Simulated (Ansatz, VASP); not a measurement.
## One calculation of Fe, two programs

```
Fe
1.0
    -2.40790   -1.39020    1.96565
     2.40790   -1.39020    1.96565
     0.00000    2.78040    1.96565
Fe
4
Direct
  0.00000 0.00000 0.00000
  0.50000 0.50000 0.00000
  0.50000 0.00000 0.50000
  0.00000 0.50000 0.50000
```

Alike in both runs: functional PBEsol; k mesh 12 × 12 × 12; occupations gaussian, width 0.1 eV; collinear spin.

Ansatz relaxed the structure, and its values are those at the end. VASP's run is a single point on that final structure, the one shown.

```csv
,VASP,Ansatz
version,VASP 6.6.1,Ansatz 0.2.0
potentials or method,"VASP PAW PBE potentials, release 64 (Fe), cutoff 600 eV","scalar-relativistic, plane waves, PAW"
valence electrons in the cell,32,64
```

VASP gave:

```
gap on the k mesh at the Fermi level (eV)                     : none
pressure (GPa)                                                : 0.0
net moment per atom (μB)                                      : 0.25
size of the moment on the site where the two differ most (μB) : 0.25
```

Question: Which values does Ansatz return?

Answer: gap on the k mesh at the Fermi level (eV): none; pressure (GPa): 0.0; net moment per atom (μB): 0.00; size of the moment on the site where the two differ most (μB): 0.00.

The net moments are unlike, so the other rows may belong to different states. VASP's potentials were made for PBE, not for PBEsol. Site moments also hang on the region over which each program counts them. A gap of «none» marks a metal or a gap that the smearing closes. VASP's potentials hold 32 valence electrons a cell and Ansatz's 64, so a difference there can come from the potentials and not from the codes. Ansatz's warnings: seeded moment not kept.
